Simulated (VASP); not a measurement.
Runs of VASP 6.6.1 on Sc. The structure is that of space group Pm-3m (No. 221), or close to it. The cells are those of the table. 

| cell | k mesh | gap on the mesh (eV) | pressure (GPa) |
| --- | --- | --- | --- |
| a = 3.062 Å, 1 atom | 12 × 12 × 12 | none | -1.2 |
| a = 3.138 Å, 1 atom | 12 × 12 × 12 | none | (a) |
| a = 2.896 Å, 1 atom | 12 × 12 × 12 | none | 5.0 |
| a = 3.022 Å, 1 atom | 12 × 12 × 12 | none | 0.0 |
| a = 2.939 Å, 1 atom | 12 × 12 × 12 | none | (b) |
| a = 3.101 Å, 1 atom | 12 × 12 × 12 | none | -2.3 |
| a = 3.022 Å, 1 atom | 17 × 17 × 17 | none | 0.0 |
| a = 2.981 Å, 1 atom | 12 × 12 × 12 | none | 1.4 |

Alike in all rows: task single point; level RPBE; potentials or basis VASP PAW PBE potentials, release 64 (Sc_sv); no spin polarisation; cutoff (eV) 520; smearing fermi-dirac 0.1 eV.

Fill in the values left out.

(a) -3.1; (b) 3.1.

Caveats: the PAW data sets were made with another functional, which shifts forces and pressure a little.

A gap of «none» marks levels without a gap at the run's occupations.
